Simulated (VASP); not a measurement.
Here is a VASP 6.6.1 calculation.

File INCAR:

```
SYSTEM = Pt
ALGO = Normal
EDIFF = 1E-6
ENCUT = 520
GGA = PS
ISIF = 2
ISMEAR = 0
LASPH = .True.
LCHARG = .False.
LREAL = .False.
LWAVE = .False.
NBANDS = 17
NELM = 100
PREC = Accurate
SIGMA = 0.1
```

Contents of KPOINTS:

```
k-points
0
Gamma
  18 18 10
  0 0 0
```

The input POSCAR:

```
Pt
1.0
    2.7251696198      0.0000000000      0.0000000000
   -1.3625848099      2.3600661203      0.0000000000
    0.0000000000      0.0000000000      4.7068056324
Pt
2
Direct
    0.6666666667      0.3333333333      0.7500000000
    0.3333333333      0.6666666667      0.2500000000
```

Potentials or basis: VASP PAW PBE potentials, release 64 (Pt).

Launch:

```sh
$ cat potpaw_PBE.64/Pt/POTCAR > POTCAR
$ mpirun -np 1 vasp_std > vasp.out
```

What does it give for the pressure?

-0.4 GPa.

Predict the band gap on the k mesh.

zero (band 10 reaches 11.52 eV, above the bottom of band 11 at 10.15 eV).

Stress tensor (GPa, compression positive):
```
-0.33  0.00  0.00
 0.00 -0.33  0.00
 0.00  0.00 -0.53
```

Caveat: the PAW data sets were made with another functional, which shifts forces and pressure a little; spin-orbit coupling is left out, which moves the levels of the heavy elements.
